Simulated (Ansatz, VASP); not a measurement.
## One calculation of SrCl2, two programs

The input INCAR:

```
ALGO = Normal
EDIFF = 1E-6
ENCUT = 520
ISIF = 2
ISMEAR = 0
LASPH = T
LCHARG = F
LREAL = F
LWAVE = F
NBANDS = 46
NELM = 60
PREC = Accurate
SIGMA = 0.05
```

KPOINTS

```
k-points
0
Gamma
  5 5 2
```

Contents of POSCAR:

```
SrCl2
1.0
    3.4855000000     -3.4855000000      0.0000000000
    3.4855000000      0.0000000000     -3.4855000000
    8.1257005384      8.1257005384      8.1257005384
Sr Cl
3 6
Direct
    0.6666666667      0.6666666667      0.1429968421
    0.0000000000      0.0000000000      0.7149270174
    0.3333333333      0.3333333333      0.4289619297
    0.6666666667      0.6666666667      0.3574706578
    1.0000000000      0.0000000000      0.0715055702
    0.3333333333      0.3333333333      0.6434357455
    0.6666666667      0.6666666667      0.7864182893
    1.0000000000      1.0000000000      0.5004532016
    0.3333333333      0.3333333333      0.2144881140
```

Input for Ansatz:

```yaml
crystal:
  lattice:
    - [3.4855, -3.4855, 0.0]
    - [3.4855, 0.0, -3.4855]
    - [8.1257005384, 8.1257005384, 8.1257005384]
  atoms:
    - { symbol: Sr, position: [0.6666666667, 0.6666666667, 0.1429968421] }
    - { symbol: Sr, position: [0.0, 0.0, 0.7149270174] }
    - { symbol: Sr, position: [0.3333333333, 0.3333333333, 0.4289619297] }
    - { symbol: Cl, position: [0.6666666667, 0.6666666667, 0.3574706578] }
    - { symbol: Cl, position: [1.0, 0.0, 0.0715055702] }
    - { symbol: Cl, position: [0.3333333333, 0.3333333333, 0.6434357455] }
    - { symbol: Cl, position: [0.6666666667, 0.6666666667, 0.7864182893] }
    - { symbol: Cl, position: [1.0, 1.0, 0.5004532016] }
    - { symbol: Cl, position: [0.3333333333, 0.3333333333, 0.214488114] }
basis:
  ecutwfc: 420
kpoints:
  mp_grid: { grid: [5, 5, 2] }
hamiltonian:
  xc: lda
scf:
  occupations: { method: gaussian, width: 0.05 }
output:
  forces: true
  stress: true
  eigenvalues: true
```

Alike in both runs: task single point; functional LDA; k mesh 5 × 5 × 2; occupations gaussian, width 0.05 eV; no spin polarisation.

```csv
,VASP,Ansatz
version,VASP 6.6.1,Ansatz 0.2.0
potentials or method,"VASP PAW LDA potentials, release 64 (Sr_sv, Cl), cutoff 520 eV","scalar-relativistic, plane waves, PAW"
valence electrons in the cell,72,72
```

Ansatz gave:

- gap on the k mesh at the Fermi level (eV): 4.62
- least direct gap on the mesh (eV): 4.88
- pressure (GPa): -3.0
- traceless stress, the component that is largest in VASP (GPa): 0.46
- rms of the force components (eV/Å): 0.082

Problem. Which values does VASP return?

Solution. gap on the k mesh at the Fermi level (eV): 4.62; least direct gap on the mesh (eV): 4.89; pressure (GPa): -2.9; traceless stress, the component that is largest in VASP (GPa): 0.45; rms of the force components (eV/Å): 0.079.

LDA's correlation is that of Perdew and Zunger in VASP and of Perdew and Wang (1992) in Ansatz. Atom by atom the forces differ by 0.004 eV/Å (rms over components).
